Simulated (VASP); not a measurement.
**C: single point with PBE+D3(BJ)**

C:

```
CELL_PARAMETERS angstrom
1.23242 0.71154 6.92881
-1.23242 0.71154 6.92881
0.00000 -1.42308 6.92881
ATOMIC_POSITIONS crystal
C 0.91883 0.91883 0.91883
C 0.25214 0.25214 0.25214
C 0.74786 0.74786 0.74786
C 0.08117 0.08117 0.08117
```

| Quantity | Value |
| --- | --- |
| Program | VASP 6.6.1 |
| Task | single point |
| Functional | PBE |
| Dispersion | D3(BJ) |
| Potentials or basis | VASP PAW PBE potentials, release 64 (C) |
| Cutoff | 520 eV |
| k mesh | 18 × 18 × 18 |
| Occupations | gaussian, width 0.01 eV |
| Spin | no spin polarisation |

```yaml
Pressure: 0.4 GPa
Dispersion_energy_per_atom: -0.151 eV
```

Stress tensor (GPa, compression positive):
```
 0.69  0.00  0.00
 0.00  0.69  0.00
 0.00  0.00 -0.09
```

It took 27 min on 1 thread of Intel(R) Xeon(R) 6975P-C (Granite Rapids), on a shared host, peak memory 0.54 GiB.
